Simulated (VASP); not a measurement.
# Ti2O (P-3m1) in VASP: notebook, part 2 of 2

VASP 6.6.1.

## 3. Single point, PBEsol (biaxial strain in the a-b plane: -2.0 %, then relaxed in part)

Input file INCAR:

```
  ALGO = Normal
  EDIFF = 1E-6
  ENCUT = 910
  GGA = PS
  GGA_COMPAT = False
  ISIF = 2
  ISMEAR = 0
  LASPH = True
  LCHARG = True
  LELF = True
  LREAL = False
  LVHAR = True
  LWAVE = False
  NBANDS = 22
  NELM = 120
  PREC = Accurate
  SIGMA = 0.1
```

Input file KPOINTS:

```
k-points
0
Gamma
  24 24 12
```

Input file POSCAR:

```
Ti2O
1.0
    2.8938929385      0.0000000000      0.0000000000
   -1.4469464693      2.5061848006      0.0000000000
    0.0000000000      0.0000000000      4.7912052720
Ti O
2 1
Direct
    0.6666666667      0.3333333333      0.2665273537
    0.3333333333      0.6666666667      0.7334726463
    0.0000000000      0.0000000000      0.0000000000
```

Potentials or basis: VASP PAW PBE potentials, release 64 (Ti_sv, O_h).

Started as:

```
> cat potpaw_PBE.64/Ti_sv/POTCAR potpaw_PBE.64/O_h/POTCAR > POTCAR
> mpirun -np 1 vasp_std > vasp.out
```

OUTCAR:

```text
EDIFF = 1E-6
   ENCUT = 910
   GGA = PS
   ISIF = 2
   ISMEAR = 0
   LASPH = True
   LREAL = False
   NELM = 120
   PREC = Accurate

 ion  position               nearest neighbor table
   1  0.667  0.333  0.267-   3 2.10   3 2.10   3 2.10   2 2.79   2 2.79   2 2.79
   2  0.333  0.667  0.733-   3 2.10   3 2.10   3 2.10   1 2.79   1 2.79   1 2.79
   3  0.000  0.000  0.000-   1 2.10   2 2.10   1 2.10   2 2.10   1 2.10   2 2.10

  LATTYP: Found a hexagonal cell.
 ALAT       =     2.8938929385
 C/A-ratio  =     1.6556263047

  Lattice vectors:

 A1 = (   2.8938929385,   0.0000000000,   0.0000000000)
 A2 = (  -1.4469464693,   2.5061848006,   0.0000000000)
 A3 = (   0.0000000000,   0.0000000000,   4.7912052720)

Analysis of symmetry for initial positions (statically):
=====================================================================
 Subroutine PRICEL returns:
 Original cell was already a primitive cell.

 Routine SETGRP: Setting up the symmetry group for a
 hexagonal supercell.

 Subroutine GETGRP returns: Found 12 space group operations
 (whereof 12 operations were pure point group operations)
 out of a pool of 24 trial point group operations.

The static configuration has the point symmetry D_3d.

Analysis of symmetry for dynamics (positions and initial velocities):
=====================================================================
 Subroutine PRICEL returns:
 Original cell was already a primitive cell.

 Routine SETGRP: Setting up the symmetry group for a
 hexagonal supercell.

 Subroutine GETGRP returns: Found 12 space group operations
 (whereof 12 operations were pure point group operations)
 out of a pool of 24 trial point group operations.

The dynamic configuration has the point symmetry D_3d.
[... 113 lines left out ...]
   NUPDOWN=      -1.0000    fix difference up-down
   EMIN   =  10.00;   EMAX   =-10.00  energy-range for DOS
   EFERMI =   0.00;   METHOD = LEGACY
   ISMEAR =     0;   SIGMA  =   0.10  broadening in eV -4-tet -1-fermi 0-gaus
   EFERMI_NEDOS =   21; number of points for ismear=-14 and -15
   IALGO  =     38    algorithm
   IMIX   =      4    mixing-type and parameters
     AMIX     =   0.40;   BMIX     =  1.00
     AMIX_MAG =   1.60;   BMIX_MAG =  1.00
  volume/ion in A,a.u.               =      11.58        78.17
  Fermi-wavevector in a.u.,A,eV,Ry     =   1.558841  2.945782 33.061955  2.429985
  Thomas-Fermi vector in A             =   2.662287
   LORBIT       =      0    0 simple, 1 ext, 2 COOP (PROOUT), +10 PAW based schemes
   GGA     = PS    functional components
   LHFCALC =     F    Hartree Fock is set to
   AEXX    =    0.0000 exact exchange contribution
   IVDW    =     0    specifies the selected vdW correction
   LEPSILON=     F    determine dielectric tensor
   LRPA    =     F    only Hartree local field effects (RPA)
 non-spin polarized calculation
 Gauss-broadening in eV      SIGMA  =   0.10
  energy-cutoff  :      910.00
  volume of cell :       34.75
 maximum number of plane-waves:      2196
   NGX = 15   NGY = 15   NGZ = 23

 number of electron      30.0000003 magnetization

 Free energy of the ion-electron system (eV)
  ---------------------------------------------------
  ext. energy  EPLUGINS =         0.00000000
  ---------------------------------------------------
  free energy    TOTEN  =       -27.58746984 eV

  energy without entropy =      -27.58223119  energy(sigma->0) =      -27.58485051

 E-fermi :  10.5329     XC(G=0): -12.7251

 val. band max:       10.5264515181   @ k =   0.3750  -0.0000   0.5000
 cond. band min:      10.5332403776   @ k =   0.0833  -0.0000   0.4167
 fundamental gap:      0.0067888595
 Fermi energy:        10.5329341334

 k-point     1 :       0.0000    0.0000    0.0000
  band No.  band energies     occupation
      1     -46.3631      2.00000
      2     -46.2218      2.00000
      3     -23.1934      2.00000
      4     -22.3986      2.00000
      5     -22.3986      2.00000
      6     -22.3536      2.00000
[... 589 lines left out ...]
     21      13.8339      0.00000
     22      13.8985      0.00000

 [... further k-points ...]

------------------------ aborting loop because EDIFF is reached ----------------------------------------

  FORCE on cell =-STRESS in cart. coord.  units (eV):
  Direction    XX          YY          ZZ          XY          YZ          ZX
  --------------------------------------------------------------------------------------
  -------------------------------------------------------------------------------------
  Total        1.7237442      1.7237442      0.0538273     -0.0000000      0.0000000      0.0000000
  in kB       79.4772947     79.4772947      2.4818359     -0.0000000      0.0000000      0.0000000
  external PRESSURE =      53.8121418 kB  Pullay stress =       0.0000000 kB

 VOLUME and BASIS-vectors are now :
 -----------------------------------------------------------------------------
  energy-cutoff  :      910.00
  volume of cell :       34.75
      direct lattice vectors                 reciprocal lattice vectors
     2.893892939  0.000000000  0.000000000     0.345555285  0.199506437  0.000000000
    -1.446946469  2.506184801  0.000000000     0.000000000  0.399012874  0.000000000
     0.000000000  0.000000000  4.791205272     0.000000000  0.000000000  0.208715750

 POSITION                                       TOTAL-FORCE (eV/Angst)
 -----------------------------------------------------------------------------------
      1.44695      0.83539      1.27699         0.000000     -0.000000      0.050273
     -0.00000      1.67079      3.51422        -0.000000      0.000000     -0.050273
      0.00000      0.00000      0.00000        -0.000000      0.000000      0.000000
 -----------------------------------------------------------------------------------
    total drift:                                0.000000     -0.000000      0.000000

  FREE ENERGIE OF THE ION-ELECTRON SYSTEM (eV)
  ---------------------------------------------------
  free  energy   TOTEN  =       -27.5874698358 eV

  energy  without entropy=      -27.5822311888  energy(sigma->0) =      -27.58485051
```

OSZICAR:

```text
N       E                     dE             d eps       ncg     rms          rms(c)
DAV:   1     0.422665240257E+03    0.42267E+03   -0.21401E+04 29356   0.252E+03
DAV:   2     0.341798447983E+02   -0.38849E+03   -0.37226E+03 30320   0.597E+02
DAV:   3    -0.282497683434E+02   -0.62430E+02   -0.60057E+02 49826   0.176E+02
DAV:   4    -0.315903397232E+02   -0.33406E+01   -0.33173E+01 36258   0.450E+01
DAV:   5    -0.317889287948E+02   -0.19859E+00   -0.19852E+00 42434   0.874E+00    0.184E+01
DAV:   6    -0.277595623154E+02    0.40294E+01   -0.19940E+01 40466   0.455E+01    0.595E+00
DAV:   7    -0.275922762673E+02    0.16729E+00   -0.17513E+00 40820   0.981E+00    0.338E+00
DAV:   8    -0.275844271455E+02    0.78491E-02   -0.24321E-01 39866   0.423E+00    0.103E+00
DAV:   9    -0.275865527155E+02   -0.21256E-02   -0.46695E-02 44502   0.190E+00    0.555E-01
DAV:  10    -0.275875727552E+02   -0.10200E-02   -0.12251E-02 41880   0.103E+00    0.642E-02
DAV:  11    -0.275874738018E+02    0.98953E-04   -0.78253E-04 40606   0.342E-01    0.485E-02
DAV:  12    -0.275874732057E+02    0.59610E-06   -0.13696E-04 43208   0.117E-01    0.854E-03
DAV:  13    -0.275874699568E+02    0.32489E-05   -0.71151E-06 37118   0.374E-02    0.440E-03
DAV:  14    -0.275874698358E+02    0.12104E-06   -0.90232E-07 16968   0.113E-02
   1 F= -.27587470E+02 E0= -.27584851E+02  d E =-.523865E-02
```

stdout:

```text
POSCAR found type information on POSCAR TiO
 POSCAR found :  2 types and       3 ions
 scaLAPACK will be used
 -----------------------------------------------------------------------------
|                                                                             |
|                                                                             |
|     You enforced a specific xc type in the INCAR file but a different       |
|     I HOPE YOU KNOW WHAT YOU ARE DOING!                                     |
|                                                                             |
 -----------------------------------------------------------------------------

 LDA part: xc-table for (Slater+PW92), standard interpolation
 POSCAR, INCAR and KPOINTS ok, starting setup
 FFT: planning ... GRIDC
 FFT: planning ... GRID_SOFT
 FFT: planning ... GRID
 WAVECAR not read
 entering main loop
```

Run time: 7.7 min. Hardware: 1 thread of AMD EPYC 9R45 (Zen 5), shared host; peak memory 0.97 GiB.

Results:

```yaml
Free_energy: -27.5875 eV
Pressure: 5.4 GPa
Largest_force: 0.050 eV/Å
Band_gap_on_the_k_mesh: zero (bands 15 and 16 overlap by 0.91 eV)
```

Forces in eV/Å, atoms in the order of the input:
```
Ti   0.000  0.000  0.050
Ti   0.000  0.000 -0.050
O    0.000  0.000  0.000
```

Caveat: the cell differs from its parent crystal (biaxial strain in the a-b plane: -2.0 %, then relaxed in part); the cutoff is under 1.25 times the usual one of these potentials, so pressure, stress and relaxed cells hold a basis-set (Pulay) error; the cell stands under pressure; the PAW data sets were made with another functional, which shifts forces and pressure a little.

## 4. Single point, PBEsol (uniaxial strain along c: -1.0 %, then relaxed in part)

Input file INCAR:

```
  PREC = Accurate
  ENCUT = 520
  EDIFF = 1E-7
  ISMEAR = 0
  SIGMA = 0.1
  LREAL = False
  LASPH = True
  NELM = 100
  ALGO = Normal
  ISIF = 2
  LWAVE = False
  LCHARG = False
  GGA = PS
  NBANDS = 22
```

Input file KPOINTS:

```
Automatic mesh
0
Gamma
  24 24 12
```

Input file POSCAR:

```
Ti2O
1.0
    2.9615724329      0.0000000000      0.0000000000
   -1.4807862164      2.5647969620      0.0000000000
    0.0000000000      0.0000000000      4.6764963233
Ti O
2 1
Direct
    0.6666666670      0.3333333330      0.2617066306
    0.3333333330      0.6666666670      0.7382933694
    0.0000000000      0.0000000000      0.0000000000
```

Potentials or basis: VASP PAW PBE potentials, release 64 (Ti_sv, O).

Started as:

```
> cat potpaw_PBE.64/Ti_sv/POTCAR potpaw_PBE.64/O/POTCAR > POTCAR
> mpirun -np 1 vasp_std > vasp.out
```

It took 4.7 min on 1 thread of AMD EPYC 9R45 (Zen 5), shared host; peak memory 0.5 GiB.

It converged, with:

- Free energy: -27.6090 eV
- Pressure: 1.3 GPa
- Largest force: 0.049 eV/Å
- Band gap on the k mesh: zero (bands 15 and 16 overlap by 0.73 eV)

Forces in eV/Å, atoms in the order of the input:
```
Ti   0.000  0.000  0.049
Ti   0.000  0.000 -0.049
O    0.000  0.000  0.000
```

Stress tensor (GPa, compression positive):
```
0.37 0.00 0.00
0.00 0.37 0.00
0.00 0.00 3.28
```

Levels at points of the mesh, in eV from the Fermi level:
```tsv
k point	band 12	band 13	band 14	band 15	band 16	band 17	band 18	band 19
(0.00, 0.00, 0.00)	-6.46	-3.62	0.03	0.24	0.56	0.56	0.97	0.97
(0.50, 0.00, 0.00)	-6.83	-2.71	-1.32	-0.52	1.42	1.73	2.91	2.92
(0.00, 0.00, 0.50)	-6.53	-1.70	-1.50	0.03	0.03	1.34	2.08	2.08
(0.50, 0.00, 0.50)	-6.76	-1.69	-1.23	-0.61	-0.09	1.08	2.62	2.83
```

Caveat: the cell differs from its parent crystal (uniaxial strain along c: -1.0 %, then relaxed in part); the PAW data sets were made with another functional, which shifts forces and pressure a little.

## 5. Summary

| potentials or basis | cell | k mesh | cutoff (eV) | gap on the mesh (eV) | pressure (GPa) | largest force (eV/Å) |
| --- | --- | --- | --- | --- | --- | --- |
| VASP PAW PBE potentials, release 64 (Ti_sv, O) | a = 3.015, b = 3.015, c = 4.803 Å, angles 90.0, 90.0, 120.0°, 3 atoms, atomic positions A | 18 × 18 × 10 | 520 | none | -9.8 | 0.04 |
| VASP PAW PBE potentials, release 64 (Ti_sv, O_h) | a = 2.894, b = 2.894, c = 4.791 Å, angles 90.0, 90.0, 120.0°, 3 atoms, atomic positions B | 24 × 24 × 12 | 910 | none | 5.4 | 0.05 |
| VASP PAW PBE potentials, release 64 (Ti_sv, O) | a = 2.962, b = 2.962, c = 4.676 Å, angles 90.0, 90.0, 120.0°, 3 atoms, atomic positions A | 24 × 24 × 12 | 520 | none | 1.3 | 0.05 |

Alike in all rows: task single point; level PBEsol; no spin polarisation; smearing gaussian 0.1 eV.

Caveats: the PAW data sets were made with another functional, which shifts forces and pressure a little; the cell stands under tension (at least some runs); the cutoff is under 1.25 times the usual one of these potentials, so pressure, stress and relaxed cells hold a basis-set (Pulay) error (at least some runs); the cell stands under pressure (at least some runs).

Total energies depend on the potentials used, so only differences within one code and one set of settings carry meaning.
